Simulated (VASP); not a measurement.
A run of VASP 6.6.1 is set up as follows.

INCAR

```
ALGO = Normal ; EDIFF = 1E-6
ENCUT = 520 ; GGA = PE
ISIF = 2 ; ISMEAR = 0
LASPH = True ; LCHARG = True
LELF = True ; LREAL = False
LVHAR = True ; LWAVE = False
NBANDS = 28 ; NELM = 80
PREC = Accurate ; SIGMA = 0.02
```

Contents of KPOINTS:

```
k-points
0
Gamma
  8 8 8
```

POSCAR

```
BaTiO3
1.0
    3.8986734063      0.0000000000      0.0000000000
    0.0000000000      3.8986734063      0.0000000000
    0.0000000000      0.0000000000      4.1162665584
Ba Ti O
1 1 3
Direct
    0.5000000000      0.5000000000      0.5000000000
    0.0000000000      0.0000000000      0.0000000000
    0.5000000000      0.0000000000      0.0000000000
    0.0000000000      0.5000000000      0.0000000000
    0.0000000000      0.0000000000      0.5000000000
```

Potentials or basis: VASP PAW PBE potentials, release 64 (Ba_sv, Ti_sv, O).

The run is started by

```sh
$ cat potpaw_PBE.64/Ba_sv/POTCAR potpaw_PBE.64/Ti_sv/POTCAR potpaw_PBE.64/O/POTCAR > POTCAR
$ mpirun -np 1 vasp_std > vasp.out
```

(1) What does it give for the pressure?

(2) What does it give for the band gap on the k mesh?

Answers

(1) 9.3 GPa.

(2) 1.68 eV, indirect (least direct gap 1.86 eV).

Caveat: the cell differs from its parent crystal (biaxial strain in the a-b plane: -3.0 %, then relaxed in part); spin-orbit coupling is left out, which moves the levels of the heavy elements.
